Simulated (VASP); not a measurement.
# KI (Fm-3m) in VASP: further runs

The runs below take KI through phonons, with r2SCAN.

Program: VASP 6.6.1. These are calculated values, not measurements. Logs are shortened: lines on timing, memory, paths and dates and some standing lists are left out, and cuts for length are marked.

### Step 1. The cell of the first run

The structure is cubic, space group Fm-3m (No. 225). Conventional cell: a = 6.457 Å, b = 6.457 Å, c = 6.457 Å, α = 90.00°, β = 90.00°, γ = 90.00°. K (site symmetry m-3m) has 6 I at 3.23 Å within 4.2 Å. Within 4.2 Å of I (site symmetry m-3m) lie 6 K at 3.23 Å.

### Step 2. Phonons, r2SCAN

The input, INCAR:

```
ALGO = Normal
EDIFF = 1E-8
ENCUT = 520
IBRION = 6
ISIF = 2
ISMEAR = 0
LASPH = T
LCHARG = F
LMIXTAU = T
LREAL = F
LWAVE = F
METAGGA = R2SCAN
NELM = 100
NFREE = 2
NSW = 1
POTIM = 0.015
PREC = Accurate
SIGMA = 0.01
```

The input, KPOINTS:

```
k-points
0
Gamma
  6 6 6
```

The input, POSCAR:

```
KI
1.0
    3.2283799384      3.2283799384      0.0000000000
   -3.2283799384      3.2283799384      0.0000000000
    0.0000000000      3.2283799384      3.2283799384
K I
1 1
Direct
    0.0000000000      0.0000000000      0.0000000000
    0.5000000000      0.5000000000      0.0000000000
```

Potentials or basis: VASP PAW PBE potentials, release 64 (K_sv, I).

Started as:

```sh
> cat potpaw_PBE.64/K_sv/POTCAR potpaw_PBE.64/I/POTCAR > POTCAR
> mpirun -np 1 vasp_std > vasp.out
```

OUTCAR:

```text
EDIFF = 1E-8
   ENCUT = 520
   IBRION = 6
   ISIF = 2
   ISMEAR = 0
   LASPH = T
   LREAL = F
   METAGGA = R2SCAN
   NELM = 100
   NFREE = 2
   NSW = 1
   POTIM = 0.015
   PREC = Accurate

 ion  position               nearest neighbor table
   1  0.000  0.000  0.000-   2 3.23   2 3.23   2 3.23   2 3.23   2 3.23   2 3.23
   2  0.500  0.500  0.000-   1 3.23   1 3.23   1 3.23   1 3.23   1 3.23   1 3.23

  LATTYP: Found a face centered cubic cell.
 ALAT       =     6.4567598768

  Lattice vectors:

 A1 = (   0.0000000000,   3.2283799384,   3.2283799384)
 A2 = (   3.2283799384,   0.0000000000,   3.2283799384)
 A3 = (   3.2283799384,   3.2283799384,   0.0000000000)

Analysis of symmetry for initial positions (statically):
=====================================================================
 Subroutine PRICEL returns:
 Original cell was already a primitive cell.

 Routine SETGRP: Setting up the symmetry group for a
 face centered cubic supercell.

 Subroutine GETGRP returns: Found 48 space group operations
 (whereof 48 operations were pure point group operations)
 out of a pool of 48 trial point group operations.

The static configuration has the point symmetry O_h .

Analysis of symmetry for dynamics (positions and initial velocities):
=====================================================================
 Subroutine PRICEL returns:
 Original cell was already a primitive cell.

 Routine SETGRP: Setting up the symmetry group for a
 face centered cubic supercell.

 Subroutine GETGRP returns: Found 48 space group operations
 (whereof 48 operations were pure point group operations)
 out of a pool of 48 trial point group operations.

The dynamic configuration has the point symmetry O_h .

 Subroutine INISYM returns: Found 48 space group operations
 (whereof 48 operations are pure point group operations),
 and found     1 'primitive' translations

----------------------------------------------------------------------------------------

                                     Primitive cell

  volume of cell :      67.2952

  direct lattice vectors                    reciprocal lattice vectors
     3.228379938  3.228379938  0.000000000     0.154876443  0.154876443 -0.154876443
    -3.228379938  3.228379938  0.000000000    -0.154876443  0.154876443 -0.154876443
     0.000000000  3.228379938  3.228379938     0.000000000  0.000000000  0.309752885

  length of vectors
     4.565618693  4.565618693  4.565618693     0.268253867  0.268253867  0.309752885

  position of ions in fractional coordinates (direct lattice)
     0.000000000  0.000000000  0.000000000
     0.500000000  0.500000000  0.000000000

  ion indices of the primitive-cell ions
   primitive index   ion index
                 1           1
                 2           2

----------------------------------------------------------------------------------------

 KPOINTS: k-points

Automatic generation of k-mesh.
 Grid dimensions read from file:
 generate k-points for:    6    6    6

 Generating k-lattice:

  Cartesian coordinates                     Fractional coordinates (reciprocal lattice)
     0.025812740  0.025812740 -0.025812740     0.166666667  0.000000000  0.000000000
    -0.025812740  0.025812740 -0.025812740     0.000000000  0.166666667  0.000000000
     0.000000000  0.000000000  0.051625481     0.000000000  0.000000000  0.166666667

  Length of vectors
     0.044708978  0.044708978  0.051625481

  Shift w.r.t. Gamma in fractional coordinates (k-lattice)
     0.000000000  0.000000000  0.000000000

 Subroutine IBZKPT returns following result:
 ===========================================

 Found     16 irreducible k-points:

 Following reciprocal coordinates:
            Coordinates               Weight
  0.000000  0.000000  0.000000      1.000000
  0.166667  0.000000  0.000000      8.000000
  0.333333  0.000000  0.000000      8.000000
  0.500000  0.000000  0.000000      4.000000
  0.166667  0.166667  0.000000     12.000000
  0.333333  0.166667  0.000000     24.000000
[... 8 lines left out ...]
  0.500000  0.333333  0.166667     24.000000
  0.500000  0.500000  0.166667     12.000000
   k-points           NKPTS =     16   k-points in BZ     NKDIM =     16   number of bands    NBANDS=     12
   number of dos      NEDOS =    301   number of ions     NIONS =      2
   total plane-waves  NPLWV =  46656
   dimension x,y,z NGX =    36 NGY =   36 NGZ =   36
   dimension x,y,z NGXF=    72 NGYF=   72 NGZF=   72
   ions per type =               1   1
   NGX,Y,Z   is equivalent  to a cutoff of  13.11, 13.11, 13.11 a.u.
   NGXF,Y,Z  is equivalent  to a cutoff of  26.22, 26.22, 26.22 a.u.
 SYSTEM =  unknown system
   PREC   = accura    normal or accurate (medium, high low for compatibility)
   ISTART =      0    job   : 0-new  1-cont  2-samecut
   ICHARG =      2    charge: 1-file 2-atom 10-const
   ISPIN  =      1    spin polarized calculation?
   LNONCOLLINEAR =      F non collinear calculations
   LSORBIT =      F    spin-orbit coupling
   LASPH  =      T    aspherical Exc in radial PAW
   ENCUT  =  520.0 eV  38.22 Ry    6.18 a.u.   8.49  8.49  8.49*2*pi/ulx,y,z
   NELM   =    100;   NELMIN=  2; NELMDL= -5     # of ELM steps
   EDIFF  = 0.1E-07   stopping-criterion for ELM
   LREAL  =      F    real-space projection
   EDIFFG = 0.1E-06   stopping-criterion for IOM
   NSW    =     61    number of steps for IOM
   IBRION =      6    ionic relax: 0-MD 1-quasi-New 2-CG
   NFREE  =      2    steps in history (QN), initial steepest desc. (CG)
   ISIF   =      2    stress and relaxation
   ISYM   =      2    0-nonsym 1-usesym 2-fastsym
   POTIM  = 0.0150    time-step for ionic-motion
   TEBEG  =    0.0;   TEEND  =   0.0 temperature during run
   PSTRESS=    0.0 pullay stress
   NELECT =      16.0000    total number of electrons
   NUPDOWN=      -1.0000    fix difference up-down
   EMIN   =  10.00;   EMAX   =-10.00  energy-range for DOS
   EFERMI =   0.00;   METHOD = LEGACY
   ISMEAR =     0;   SIGMA  =   0.01  broadening in eV -4-tet -1-fermi 0-gaus
   EFERMI_NEDOS =   21; number of points for ismear=-14 and -15
   IALGO  =     38    algorithm
   IMIX   =      4    mixing-type and parameters
     AMIX     =   0.40;   BMIX     =  1.00
     AMIX_MAG =   1.60;   BMIX_MAG =  1.00
  volume/ion in A,a.u.               =      33.65       227.07
  Fermi-wavevector in a.u.,A,eV,Ry     =   1.014192  1.916545 13.994755  1.028585
  Thomas-Fermi vector in A             =   2.147405
   LORBIT       =      0    0 simple, 1 ext, 2 COOP (PROOUT), +10 PAW based schemes
   METAGGA = R2SCAN    functional components
   LHFCALC =     F    Hartree Fock is set to
   AEXX    =    0.0000 exact exchange contribution
   IVDW    =     0    specifies the selected vdW correction
   LEPSILON=     F    determine dielectric tensor
   LRPA    =     F    only Hartree local field effects (RPA)
 finite differences with symmetry
 non-spin polarized calculation
 Gauss-broadening in eV      SIGMA  =   0.01
  energy-cutoff  :      520.00
  volume of cell :       67.30
 maximum number of plane-waves:      1837
 NGX is ok and might be reduce to    36
   NGX = 17   NGY = 17   NGZ = 17

--------------------------------------- Ionic step        1  -------------------------------------------

 number of electron      16.0000001 magnetization

 Free energy of the ion-electron system (eV)
  ---------------------------------------------------
  ext. energy  EPLUGINS =         0.00000000
  ---------------------------------------------------
  free energy    TOTEN  =       -33.61499933 eV

  energy without entropy =      -33.61499933  energy(sigma->0) =      -33.61499933

------------------------ aborting loop because EDIFF is reached ----------------------------------------

  FORCE on cell =-STRESS in cart. coord.  units (eV):
  Direction    XX          YY          ZZ          XY          YZ          ZX
  --------------------------------------------------------------------------------------
  -------------------------------------------------------------------------------------
  Total        2.9603447      2.9603447      2.9603447      0.0000000      0.0000000      0.0000000
  in kB       70.4804950     70.4804950     70.4804950      0.0000000      0.0000000      0.0000000
  external PRESSURE =      70.4804950 kB  Pullay stress =       0.0000000 kB
[... 129 lines left out ...]
  energy  without entropy=      -33.6146194372  energy(sigma->0) =      -33.61461944

--------------------------------------- Ionic step        5  -------------------------------------------

 number of electron      16.0000000 magnetization

 Free energy of the ion-electron system (eV)
  ---------------------------------------------------
  ext. energy  EPLUGINS =         0.00000000
  ---------------------------------------------------
  free energy    TOTEN  =       -33.61461945 eV

  energy without entropy =      -33.61461945  energy(sigma->0) =      -33.61461945

 E-fermi :   1.0262     XC(G=0):  -8.6983

 val. band max:        0.9618692694   @ k =   0.0000   0.0000   0.0000
 cond. band min:       5.6985780000   @ k =   0.5000   0.5000   0.0000
 fundamental gap:      4.7367087306
 Fermi energy:         1.0262176248

 k-point     1 :       0.0000    0.0000    0.0000
  band No.  band energies     occupation
      1     -28.3807      2.00000
      2     -11.1425      2.00000
      3     -11.1421      2.00000
      4     -11.1421      2.00000
      5     -10.4077      2.00000
      6       0.9618      2.00000
      7       0.9618      2.00000
      8       0.9619      2.00000
      9       6.4292      0.00000
     10       7.7198      0.00000
     11       7.7200      0.00000
     12       7.7200      0.00000
[... 331 lines left out ...]
 k-point    24 :       0.0000    0.0000   -0.3333
  band No.  band energies     occupation
      1     -28.3714      2.00000
      2     -11.4054      2.00000
      3     -11.1848      2.00000
      4     -11.1846      2.00000
      5      -9.9468      2.00000
      6      -0.5194      2.00000
      7       0.5162      2.00000
      8       0.5165      2.00000
      9       6.0388      0.00000
     10       8.2357      0.00000
     11       9.5752      0.00000
     12      10.7241      0.00000

 [... further k-points ...]

------------------------ aborting loop because EDIFF is reached ----------------------------------------

  FORCE on cell =-STRESS in cart. coord.  units (eV):
  Direction    XX          YY          ZZ          XY          YZ          ZX
  --------------------------------------------------------------------------------------
  -------------------------------------------------------------------------------------
  Total        2.9644481      2.9598116      2.9598116      0.0000000      0.0000000      0.0000000
  in kB       70.5781902     70.4678045     70.4678045      0.0000000      0.0000000      0.0000000
  external PRESSURE =      70.5045997 kB  Pullay stress =       0.0000000 kB
[... 17 lines left out ...]
  FREE ENERGIE OF THE ION-ELECTRON SYSTEM (eV)
  ---------------------------------------------------
  free  energy   TOTEN  =       -33.6146194487 eV

  energy  without entropy=      -33.6146194487  energy(sigma->0) =      -33.61461945

 INTERNAL STRAIN TENSORS FROM DISPLACED ATOMS
 ============================================

 INTERNAL STRAIN TENSOR FOR ION    1 for displacements in x,y,z  (eV/Angst):
          X           Y           Z          XY          YZ          ZX
  --------------------------------------------------------------------------------
  x     0.00000     0.00000     0.00000     0.00000     0.00000     0.00000
  y     0.00000     0.00000     0.00000     0.00000     0.00000     0.00000
  z     0.00000     0.00000     0.00000     0.00000     0.00000     0.00000

 INTERNAL STRAIN TENSOR FOR ION    2 for displacements in x,y,z  (eV/Angst):
          X           Y           Z          XY          YZ          ZX
  --------------------------------------------------------------------------------
  x     0.00000     0.00000     0.00000     0.00000     0.00000     0.00000
  y     0.00000     0.00000     0.00000     0.00000     0.00000     0.00000
  z     0.00000     0.00000     0.00000     0.00000     0.00000     0.00000

 Eigenvectors and eigenvalues of the dynamical matrix
 ----------------------------------------------------

   1 f  =    5.269537 THz    33.109475 2PiTHz  175.772822 cm-1    21.793043 meV
             X         Y         Z           dx          dy          dz
      0.000000  0.000000  0.000000    -0.874217    0.000000    0.000000
      0.000000  3.228380  0.000000     0.485535    0.000000    0.000000

   2 f  =    5.269537 THz    33.109475 2PiTHz  175.772822 cm-1    21.793043 meV
             X         Y         Z           dx          dy          dz
      0.000000  0.000000  0.000000    -0.000000   -0.874217   -0.000000
      0.000000  3.228380  0.000000    -0.000000    0.485535    0.000000
[... 11 lines left out ...]
   5 f/i=    0.001345 THz     0.008449 2PiTHz    0.044854 cm-1     0.005561 meV
             X         Y         Z           dx          dy          dz
      0.000000  0.000000  0.000000     0.391963   -0.286546   -0.000000
      0.000000  3.228380  0.000000     0.705740   -0.515934    0.000000

   6 f/i=    0.001345 THz     0.008449 2PiTHz    0.044854 cm-1     0.005561 meV
             X         Y         Z           dx          dy          dz
      0.000000  0.000000  0.000000    -0.000000    0.000000   -0.485535
      0.000000  3.228380  0.000000     0.000000    0.000000   -0.874217

 ELASTIC MODULI CONTR FROM IONIC RELAXATION (kBar)
 Direction    XX          YY          ZZ          XY          YZ          ZX
 --------------------------------------------------------------------------------
 XX           0.0000      0.0000      0.0000      0.0000      0.0000      0.0000
 YY           0.0000      0.0000      0.0000      0.0000      0.0000      0.0000
 ZZ           0.0000      0.0000      0.0000      0.0000      0.0000      0.0000
 XY           0.0000      0.0000      0.0000      0.0000      0.0000      0.0000
 YZ           0.0000      0.0000      0.0000      0.0000      0.0000      0.0000
 ZX           0.0000      0.0000      0.0000      0.0000      0.0000      0.0000
 --------------------------------------------------------------------------------
```

Run time: 11 min. Hardware: 1 thread of AMD EPYC 9755, shared host; peak memory 0.22 GiB.

What came out:

```
Highest phonon frequency at Γ, LO-TO splitting left out : 176 cm⁻¹
```

Phonon frequencies in cm⁻¹ (negative: imaginary):
```
              q point        frequencies
(0.000, 0.000, 0.000)  0 0 0 176 176 176
```

Caveat: the cell stands under pressure or tension, which shifts response properties; the PAW data sets were made with another functional, which shifts forces and pressure a little; spin-orbit coupling is left out, which moves the levels of the heavy elements.

(Part 1 of 3 ends here.)
